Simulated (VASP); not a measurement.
Input of a VASP 6.6.1 run:

INCAR

```
PREC = Accurate ; ENCUT = 910
EDIFF = 1E-6 ; ISMEAR = 0
SIGMA = 0.05 ; LREAL = False
LASPH = True ; NELM = 120
ALGO = Normal ; ISIF = 2
LWAVE = False ; LCHARG = False
NBANDS = 11 ; GGA_COMPAT = False
```

Contents of KPOINTS:

```
Automatic mesh
0
Gamma
  12 12 12
```

File POSCAR:

```
C
1.0
    0.0000000000      1.8628874625      1.7039681529
    1.7304547045      0.0000000000      1.7039681529
    1.7304547045      1.8628874625      0.0000000000
C
2
Direct
    0.5000000000      0.5000000000      0.5000000000
    0.7500000000      0.7500000000      0.7500000000
```

Potentials or basis: VASP PAW LDA potentials, release 64 (C_h).

Launch:

```console
$ cat potpaw_LDA.64/C_h/POTCAR > POTCAR
$ mpirun -np 1 vasp_std > vasp.out
```

(1) Predict the band gap on the k mesh.

(2) Estimate the pressure.

Results:

(1) 2.88 eV, indirect (least direct gap 4.72 eV).

(2) 2.0 GPa.

Caveat: the cell differs from its parent crystal (strain +e along x and -e along y -0.0375, strain +e along z and -e/2 along x and y -0.0350); the cutoff is under 1.25 times the usual one of these potentials, so pressure, stress and relaxed cells hold a basis-set (Pulay) error.
